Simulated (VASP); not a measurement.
# GaN (P6_3mc) in VASP: further runs

Aim: see how the results for GaN move with the level of theory and the settings. Levels: BLYP+D3(BJ), revPBE+D3(BJ). Tasks: single point.

Program: VASP 6.6.1. These are calculated values, not measurements. Logs are shortened: lines on timing, memory, paths and dates and some standing lists are left out, and cuts for length are marked.

## (1) The cell of the first run

The structure is hexagonal, space group P6_3mc (No. 186). Conventional cell: a = 3.222 Å, b = 3.222 Å, c = 5.261 Å, α = 90.00°, β = 90.00°, γ = 120.00°. Within 2.6 Å of Ga (site symmetry 3m) lie 4 N at 1.97 to 1.98 Å. N (site symmetry 3m) has 4 Ga at 1.97 to 1.98 Å within 2.6 Å.

## (2) Single point, BLYP+D3(BJ) (volume scaled by 1.02)

Contents of INCAR:

```
SYSTEM = GaN
PREC     = Accurate       ! precision mode
ENCUT    = 520            ! plane-wave cutoff, eV
EDIFF    = 1E-6           ! SCF threshold, eV
ISMEAR   = 0              ! smearing method
SIGMA    = 0.05           ! smearing width, eV
LREAL    = .False.        ! projectors in reciprocal space
LASPH    = .True.         ! aspherical terms in the spheres
NELM     = 60             ! most SCF steps
ALGO     = Normal         ! electronic algorithm
ISIF     = 2              ! what is computed and relaxed
LWAVE    = .False.        ! write WAVECAR
LCHARG   = .False.        ! write CHGCAR
GGA      = B5             ! functional
ALDAX    = 1.0          
AGGAX    = 1.0          
AGGAC    = 1.0          
ALDAC    = 0.0          
IVDW     = 12             ! dispersion correction
VDW_S6   = 1.0          
VDW_S8   = 2.6996       
VDW_A1   = 0.4298       
VDW_A2   = 4.2359       
NBANDS   = 26             ! bands
```

Contents of KPOINTS:

```
regular mesh
0
Gamma
  8 8 6
  0 0 0
```

Contents of POSCAR:

```
GaN
1.0
    3.2223606696      0.0000000001      0.0000000000
   -1.6111803349      2.7906462000      0.0000000000
    0.0000000000      0.0000000000      5.2605621739
Ga N
2 2
Direct
    0.3333333333      0.6666666667     -0.0005890889
    0.6666666667      0.3333333333      0.4994109111
    0.3333333333      0.6666666667      0.3755890889
    0.6666666667      0.3333333333      0.8755890889
```

Potentials or basis: VASP PAW PBE potentials, release 64 (Ga_d, N).

Command:

```console
> cat potpaw_PBE.64/Ga_d/POTCAR potpaw_PBE.64/N/POTCAR > POTCAR
> mpirun -np 1 vasp_std > vasp.out
```

OUTCAR:

```text
SYSTEM = GaN
   PREC = Accurate
   ENCUT = 520
   EDIFF = 1E-6
   ISMEAR = 0
   LREAL = .False.
   LASPH = .True.
   NELM = 60
   ISIF = 2
   GGA = B5
   IVDW = 12
 IVDW          = 12

 ion  position               nearest neighbor table
   1  0.333  0.667  0.999-   4 1.97   4 1.97   4 1.97   3 1.98
   2  0.667  0.333  0.499-   3 1.97   3 1.97   3 1.97   4 1.98
   3  0.333  0.667  0.376-   2 1.97   2 1.97   2 1.97   1 1.98
   4  0.667  0.333  0.876-   1 1.97   1 1.97   1 1.97   2 1.98

  LATTYP: Found a hexagonal cell.
 ALAT       =     3.2223606696
 C/A-ratio  =     1.6325181174

  Lattice vectors:

 A1 = (   3.2223606696,   0.0000000001,   0.0000000000)
 A2 = (  -1.6111803349,   2.7906462000,   0.0000000000)
 A3 = (   0.0000000000,   0.0000000000,   5.2605621739)

Analysis of symmetry for initial positions (statically):
=====================================================================
 Subroutine PRICEL returns:
 Original cell was already a primitive cell.

 Routine SETGRP: Setting up the symmetry group for a
 hexagonal supercell.

 Subroutine GETGRP returns: Found 12 space group operations
 (whereof  6 operations were pure point group operations)
 out of a pool of 24 trial point group operations.

The static configuration has the point symmetry C_3v.
 The point group associated with its full space group is C_6v.

Analysis of symmetry for dynamics (positions and initial velocities):
=====================================================================
 Subroutine PRICEL returns:
 Original cell was already a primitive cell.

 Routine SETGRP: Setting up the symmetry group for a
 hexagonal supercell.

 Subroutine GETGRP returns: Found 12 space group operations
 (whereof  6 operations were pure point group operations)
 out of a pool of 24 trial point group operations.

The dynamic configuration has the point symmetry C_3v.
 The point group associated with its full space group is C_6v.

 Subroutine INISYM returns: Found 12 space group operations
 (whereof  6 operations are pure point group operations),
 and found     1 'primitive' translations

----------------------------------------------------------------------------------------

                                     Primitive cell

  volume of cell :      47.3054

  direct lattice vectors                    reciprocal lattice vectors
     3.222360670  0.000000000  0.000000000     0.310331494  0.179169971  0.000000000
    -1.611180335  2.790646200  0.000000000    -0.000000000  0.358339943  0.000000000
     0.000000000  0.000000000  5.260562174     0.000000000  0.000000000  0.190093752

  length of vectors
     3.222360670  3.222360670  5.260562174     0.358339943  0.358339943  0.190093752

  position of ions in fractional coordinates (direct lattice)
     0.333333333  0.666666667  0.999410911
     0.666666667  0.333333333  0.499410911
     0.333333333  0.666666667  0.375589089
     0.666666667  0.333333333  0.875589089

  ion indices of the primitive-cell ions
   primitive index   ion index
                 1           1
                 2           2
                 3           3
                 4           4

----------------------------------------------------------------------------------------

 KPOINTS: regular mesh

Automatic generation of k-mesh.
 Grid dimensions read from file:
 generate k-points for:    8    8    6

 Generating k-lattice:

  Cartesian coordinates                     Fractional coordinates (reciprocal lattice)
     0.038791437  0.022396246  0.000000000     0.125000000  0.000000000  0.000000000
    -0.000000000  0.044792493  0.000000000    -0.000000000  0.125000000  0.000000000
     0.000000000  0.000000000  0.031682292     0.000000000  0.000000000  0.166666667

  Length of vectors
     0.044792493  0.044792493  0.031682292

  Shift w.r.t. Gamma in fractional coordinates (k-lattice)
     0.000000000  0.000000000  0.000000000

 Subroutine IBZKPT returns following result:
 ===========================================

 Found     40 irreducible k-points:

 Following reciprocal coordinates:
            Coordinates               Weight
  0.000000  0.000000  0.000000      1.000000
  0.125000  0.000000  0.000000      6.000000
  0.250000  0.000000  0.000000      6.000000
  0.375000  0.000000  0.000000      6.000000
  0.500000  0.000000  0.000000      3.000000
  0.125000  0.125000  0.000000      6.000000
[... 16 lines left out ...]
  0.250000  0.000000  0.333333     12.000000
  0.375000  0.000000  0.333333     12.000000
 [... further k-points ...]
   k-points           NKPTS =     40   k-points in BZ     NKDIM =     40   number of bands    NBANDS=     26
   number of dos      NEDOS =    301   number of ions     NIONS =      4
   total plane-waves  NPLWV =  23040
   dimension x,y,z NGX =    24 NGY =   24 NGZ =   40
   dimension x,y,z NGXF=    48 NGYF=   48 NGZF=   80
   ions per type =               2   2
   NGX,Y,Z   is equivalent  to a cutoff of  12.38, 12.38, 12.64 a.u.
   NGXF,Y,Z  is equivalent  to a cutoff of  24.76, 24.76, 25.28 a.u.
 SYSTEM =  GaN
   PREC   = accura    normal or accurate (medium, high low for compatibility)
   ISTART =      0    job   : 0-new  1-cont  2-samecut
   ICHARG =      2    charge: 1-file 2-atom 10-const
   ISPIN  =      1    spin polarized calculation?
   LNONCOLLINEAR =      F non collinear calculations
   LSORBIT =      F    spin-orbit coupling
   LASPH  =      T    aspherical Exc in radial PAW
   ENCUT  =  520.0 eV  38.22 Ry    6.18 a.u.   5.99  5.99  9.78*2*pi/ulx,y,z
   NELM   =     60;   NELMIN=  2; NELMDL= -5     # of ELM steps
   EDIFF  = 0.1E-05   stopping-criterion for ELM
   LREAL  =      F    real-space projection
   EDIFFG = 0.1E-04   stopping-criterion for IOM
   NSW    =      0    number of steps for IOM
   IBRION =     -1    ionic relax: 0-MD 1-quasi-New 2-CG
   NFREE  =      0    steps in history (QN), initial steepest desc. (CG)
   ISIF   =      2    stress and relaxation
   ISYM   =      2    0-nonsym 1-usesym 2-fastsym
   POTIM  = 0.5000    time-step for ionic-motion
   TEBEG  =    0.0;   TEEND  =   0.0 temperature during run
   PSTRESS=    0.0 pullay stress
   NELECT =      36.0000    total number of electrons
   NUPDOWN=      -1.0000    fix difference up-down
   EMIN   =  10.00;   EMAX   =-10.00  energy-range for DOS
   EFERMI =   0.00;   METHOD = LEGACY
   ISMEAR =     0;   SIGMA  =   0.05  broadening in eV -4-tet -1-fermi 0-gaus
   EFERMI_NEDOS =   21; number of points for ismear=-14 and -15
   IALGO  =     38    algorithm
   IMIX   =      4    mixing-type and parameters
     AMIX     =   0.40;   BMIX     =  1.00
     AMIX_MAG =   1.60;   BMIX_MAG =  1.00
  volume/ion in A,a.u.               =      11.83        79.81
  Fermi-wavevector in a.u.,A,eV,Ry     =   1.494647  2.824473 30.395003  2.233970
  Thomas-Fermi vector in A             =   2.606893
   LORBIT       =      0    0 simple, 1 ext, 2 COOP (PROOUT), +10 PAW based schemes
   GGA     = B5    functional components
   LHFCALC =     F    Hartree Fock is set to
   AEXX    =    0.0000 exact exchange contribution
   IVDW    =    12    specifies the selected vdW correction
   LEPSILON=     F    determine dielectric tensor
   LRPA    =     F    only Hartree local field effects (RPA)
 non-spin polarized calculation
 Gauss-broadening in eV      SIGMA  =   0.05
  energy-cutoff  :      520.00
  volume of cell :       47.31
 maximum number of plane-waves:      1296
 NGX is ok and might be reduce to    24
   NGX = 11   NGY = 11   NGZ = 19

 number of electron      35.9999957 magnetization

 Free energy of the ion-electron system (eV)
  ---------------------------------------------------
  ext. energy  EPLUGINS =         0.00000000
  ---------------------------------------------------
  free energy    TOTEN  =       -22.01725555 eV

  energy without entropy =      -22.01725555  energy(sigma->0) =      -22.01725555

 E-fermi :   5.6412     XC(G=0): -10.9292

 val. band max:        5.3467828010   @ k =   0.0000   0.0000   0.0000
 cond. band min:       7.0891558631   @ k =   0.0000   0.0000   0.0000
 fundamental gap:      1.7423730621
 Fermi energy:         5.6411719583

 k-point     1 :       0.0000    0.0000    0.0000
  band No.  band energies     occupation
      1     -10.2606      2.00000
      2      -9.5418      2.00000
      3      -8.1783      2.00000
      4      -8.1631      2.00000
      5      -8.1631      2.00000
      6      -8.1091      2.00000
[... 18 lines left out ...]
     25      16.7924      0.00000
     26      16.7924      0.00000

 k-point     2 :       0.1250    0.0000    0.0000
  band No.  band energies     occupation
      1     -10.1278      2.00000
      2      -9.5127      2.00000
      3      -8.1622      2.00000
      4      -8.1440      2.00000
      5      -8.1084      2.00000
      6      -8.0885      2.00000
[... 18 lines left out ...]
     25      16.3440      0.00000
     26      17.0953      0.00000

 k-point     3 :       0.2500    0.0000    0.0000
  band No.  band energies     occupation
      1      -9.8338      2.00000
      2      -9.4598      2.00000
      3      -8.1277      2.00000
      4      -8.1104      2.00000
      5      -8.0497      2.00000
      6      -8.0185      2.00000
[... 18 lines left out ...]
     25      16.7039      0.00000
     26      17.7628      0.00000

 k-point     4 :       0.3750    0.0000    0.0000
  band No.  band energies     occupation
      1      -9.6100      2.00000
      2      -9.4280      2.00000
      3      -8.1138      2.00000
      4      -8.0977      2.00000
      5      -8.0181      2.00000
      6      -7.9695      2.00000
[... 18 lines left out ...]
     25      17.2563      0.00000
     26      18.2236      0.00000
[... 496 lines left out ...]
      1      -9.8961      2.00000
      2      -9.5836      2.00000
      3      -8.1440      2.00000
      4      -8.1341      2.00000
      5      -8.1142      2.00000
      6      -8.1030      2.00000
[... 18 lines left out ...]
     25      15.8643      0.00000
     26      16.4309      0.00000

 k-point    23 :       0.2500    0.0000    0.3333
  band No.  band energies     occupation
      1      -9.6763      2.00000
      2      -9.4921      2.00000
      3      -8.1210      2.00000
      4      -8.0886      2.00000
      5      -8.0816      2.00000
      6      -8.0424      2.00000
[... 18 lines left out ...]
     25      16.2612      0.00000
     26      17.1995      0.00000

 k-point    24 :       0.3750    0.0000    0.3333
  band No.  band energies     occupation
      1      -9.5232      2.00000
      2      -9.4343      2.00000
      3      -8.1222      2.00000
      4      -8.0721      2.00000
      5      -8.0602      2.00000
      6      -7.9886      2.00000
[... 18 lines left out ...]
     25      16.4763      0.00000
     26      17.8892      0.00000

 [... further k-points ...]

------------------------ aborting loop because EDIFF is reached ----------------------------------------

 Edisp (eV)   -2.15851

 E8    (eV) :    -1.5314

  FORCE on cell =-STRESS in cart. coord.  units (eV):
  Direction    XX          YY          ZZ          XY          YZ          ZX
  --------------------------------------------------------------------------------------
  -------------------------------------------------------------------------------------
  Total      -0.59024    -0.59024    -0.60495     0.00000     0.00000     0.00000
  in kB     -19.99060   -19.99060   -20.48883     0.00000     0.00000     0.00000
  external pressure =      -20.16 kB  Pullay stress =        0.00 kB

 VOLUME and BASIS-vectors are now :
 -----------------------------------------------------------------------------
  energy-cutoff  :      520.00
  volume of cell :       47.31
      direct lattice vectors                 reciprocal lattice vectors
     3.222360670  0.000000000  0.000000000     0.310331494  0.179169971  0.000000000
    -1.611180335  2.790646200  0.000000000    -0.000000000  0.358339943  0.000000000
     0.000000000  0.000000000  5.260562174     0.000000000  0.000000000  0.190093752

 POSITION                                       TOTAL-FORCE (eV/Angst)
 -----------------------------------------------------------------------------------
     -0.00000      1.86043      5.25746        -0.000000     -0.000000      0.000727
      1.61118      0.93022      2.62718         0.000000      0.000000      0.000727
     -0.00000      1.86043      1.97581        -0.000000      0.000000     -0.000727
      1.61118      0.93022      4.60609         0.000000     -0.000000     -0.000727
 -----------------------------------------------------------------------------------
    total drift:                               -0.000001     -0.000001      0.000431

  FREE ENERGIE OF THE ION-ELECTRON SYSTEM (eV)
  ---------------------------------------------------
  free  energy   TOTEN  =       -24.1757654526 eV

  energy  without entropy=      -24.1757654526  energy(sigma->0) =      -24.17576545
```

It took 45 s on 1 thread of Intel Xeon Platinum 8259CL at 2.50GHz (Skylake/Cascade Lake), shared host; peak memory 0.19 GiB.

What came out:

- Free energy: -24.1758 eV
- Pressure: -2.0 GPa
- Band gap on the k mesh: 1.74 eV, direct
- Dispersion energy per atom: -0.540 eV

Caveat: the PAW data sets were made with another functional, which shifts forces and pressure a little.

## (3) Single point, BLYP+D3(BJ) (volume scaled by 1.04)

Contents of INCAR:

```
AGGAC    = 1.0          
AGGAX    = 1.0          
ALDAC    = 0.0          
ALDAX    = 1.0          
ALGO     = Normal         # electronic algorithm
EDIFF    = 1E-6           # SCF threshold, eV
ENCUT    = 520            # plane-wave cutoff, eV
GGA      = B5             # functional
ISIF     = 2              # what is computed and relaxed
ISMEAR   = 0              # smearing method
IVDW     = 12             # dispersion correction
LASPH    = True           # aspherical terms in the spheres
LCHARG   = False          # write CHGCAR
LREAL    = False          # projectors in reciprocal space
LWAVE    = False          # write WAVECAR
NBANDS   = 26             # bands
NELM     = 80             # most SCF steps
PREC     = Accurate       # precision mode
SIGMA    = 0.05           # smearing width, eV
VDW_A1   = 0.4298       
VDW_A2   = 4.2359       
VDW_S6   = 1.0          
VDW_S8   = 2.6996
```

Contents of KPOINTS:

```
k-points
0
Gamma
  8 8 6
```

Contents of POSCAR:

```
GaN
1.0
    3.2432856758      0.0000000001      0.0000000000
   -1.6216428380      2.8087677869      0.0000000000
    0.0000000000      0.0000000000      5.2947226257
Ga N
2 2
Direct
    0.3333333333      0.6666666667     -0.0005890889
    0.6666666667      0.3333333333      0.4994109111
    0.3333333333      0.6666666667      0.3755890889
    0.6666666667      0.3333333333      0.8755890889
```

Potentials or basis: VASP PAW PBE potentials, release 64 (Ga_d, N).

Command:

```console
> cat potpaw_PBE.64/Ga_d/POTCAR potpaw_PBE.64/N/POTCAR > POTCAR
> mpirun -np 1 vasp_std > vasp.out
```

It took 48 s on 1 thread of Intel Xeon Platinum 8259CL at 2.50GHz (Skylake/Cascade Lake), shared host; peak memory 0.19 GiB.

The run converged. Its results:

| Property | Result |
| --- | --- |
| Free energy | -24.1556 eV |
| Pressure | -5.1 GPa |
| Band gap on the k mesh | 1.61 eV, direct |
| Dispersion energy per atom | -0.529 eV |

Forces in eV/Å, atoms in the order of the input:
```
Ga   0.000  0.000 -0.003
Ga   0.000  0.000 -0.003
N    0.000  0.000  0.003
N    0.000  0.000  0.003
```

Levels at points of the mesh, in eV from the valence-band top:
```csv
k point,band 16,band 17,band 18,band 19,band 20,band 21
"(0.00, 0.00, 0.00)",-0.05,0.00,0.00,1.61,3.95,8.95
"(0.50, 0.00, 0.00)",-2.52,-2.00,-0.93,5.05,5.22,6.04
"(0.00, 0.00, 0.50)",-0.49,-0.49,-0.49,3.93,3.93,8.25
"(0.50, 0.00, 0.50)",-1.79,-1.78,-1.78,4.34,4.34,7.42
```

Caveat: the PAW data sets were made with another functional, which shifts forces and pressure a little.

## (4) Single point, revPBE+D3(BJ) (volume scaled by 1.04)

Contents of INCAR:

```
  PREC = Accurate
  ENCUT = 520
  EDIFF = 1E-7
  ISMEAR = 0
  SIGMA = 0.05
  LREAL = F
  LASPH = T
  NELM = 100
  ALGO = Normal
  ISIF = 2
  LWAVE = F
  LCHARG = F
  GGA = RE
  IVDW = 12
  NBANDS = 26
```

Contents of KPOINTS:

```
Automatic mesh
0
Gamma
  8 8 6
```

Contents of POSCAR:

```
GaN
1.0
    3.2345107339      0.0000000001      0.0000000000
   -1.6172553670      2.8011684643      0.0000000000
    0.0000000000      0.0000000000      5.2718125456
Ga N
2 2
Direct
    0.3333333333      0.6666666667     -0.0007740105
    0.6666666667      0.3333333333      0.4992259895
    0.3333333333      0.6666666667      0.3757740105
    0.6666666667      0.3333333333      0.8757740105
```

Command:

```console
> cat potpaw_PBE.64/Ga_d/POTCAR potpaw_PBE.64/N/POTCAR > POTCAR
> mpirun -np 1 vasp_std > vasp.out
```

Wall time 43 s (1 thread of Intel Xeon Platinum 8259CL at 2.50GHz (Skylake/Cascade Lake), shared host); peak memory 0.19 GiB.

It converged, with:

- Free energy: -24.8170 eV
- Pressure: -6.6 GPa
- Largest force: 0.005 eV/Å
- Band gap on the k mesh: 1.65 eV, direct
- Dispersion energy per atom: -0.468 eV

Forces on the atoms (eV/Å):
```
Ga   0.000  0.000 -0.005
Ga   0.000  0.000 -0.005
N    0.000  0.000  0.005
N    0.000  0.000  0.005
```

Stress tensor (GPa, compression positive):
```
-6.59  0.00  0.00
 0.00 -6.59  0.00
 0.00  0.00 -6.51
```

Levels at points of the mesh, in eV from the valence-band top:
```tsv
k point	band 15	band 16	band 17	band 18	band 19	band 20	band 21	band 22
(0.00, 0.00, 0.00)	-0.97	-0.04	0.00	0.00	1.65	4.03	9.01	9.69
(0.50, 0.00, 0.00)	-3.99	-2.58	-2.06	-0.94	5.00	5.32	6.00	8.29
(0.00, 0.00, 0.50)	-0.50	-0.50	-0.50	-0.50	4.01	4.01	8.30	8.30
(0.50, 0.00, 0.50)	-1.83	-1.83	-1.80	-1.80	4.31	4.31	7.53	7.53
```

Caveat: the PAW data sets were made with another functional, which shifts forces and pressure a little.

## (5) The runs side by side

```tsv
level	cell	gap on the mesh (eV)	pressure (GPa)
BLYP+D3(BJ)	a = 3.222, b = 3.222, c = 5.261 Å, angles 90.0, 90.0, 120.0°, 4 atoms	1.74	-2.0
BLYP+D3(BJ)	a = 3.243, b = 3.243, c = 5.295 Å, angles 90.0, 90.0, 120.0°, 4 atoms	1.61	-5.1
revPBE+D3(BJ)	a = 3.235, b = 3.235, c = 5.272 Å, angles 90.0, 90.0, 120.0°, 4 atoms	1.65	-6.6
```

Alike in all rows: task single point; potentials or basis VASP PAW PBE potentials, release 64 (Ga_d, N); no spin polarisation; k mesh 8 × 8 × 6; cutoff (eV) 520; smearing gaussian 0.05 eV.

Caveats: the PAW data sets were made with another functional, which shifts forces and pressure a little.

Absolute energies hang on the potentials; compare differences alone.
